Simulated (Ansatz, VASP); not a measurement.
LiSi3N2: VASP beside Ansatz

```xyz
6
Lattice="3.0884 0.0000 0.0000 0.0000 3.0884 0.0000 0.0000 0.0000 9.7796" Properties=species:S:1:pos:R:3 pbc="T T T"
Li    0.0000    0.0000    0.0000
Si    1.5442    1.5442    1.7478
Si    1.5442    1.5442    4.8898
Si    1.5442    1.5442    8.0318
N     0.0000    0.0000    3.2609
N     0.0000    0.0000    6.5187
```

Change from the starting cell: species swapped into the Pr3MgAl2 type (P4/mmm, No. 123).

Alike in both runs: task relaxation of cell and atoms; functional PBE; k mesh 6 × 6 × 2; occupations gaussian, width 0.1 eV; no spin polarisation.

|  | VASP | Ansatz |
| --- | --- | --- |
| version | VASP 6.6.1 | Ansatz 0.2.0 |
| potentials or method | VASP PAW PBE potentials, release 64 (Li_sv, Si, N), cutoff 600 eV | scalar-relativistic, plane waves, PAW |
| valence electrons in the cell | 25 | 25 |

```csv
,VASP,Ansatz,Ansatz less VASP
"gap on the k mesh at the Fermi level, each at its own relaxed structure (eV)",none,none,-
relaxed volume (Å³/atom),11.33,11.35,+0.024
relaxed length of the cell vector where the two differ most in proportion (Å),2.665,2.668,+0.0028
```

A gap of «none» marks a metal or a gap that the smearing closes.

Noted on VASP's run: the cutoff is under 1.25 times that of the potentials, so the pressure is a little rough; the volume moved by over 15 % at a fixed basis, so the end points are rough.
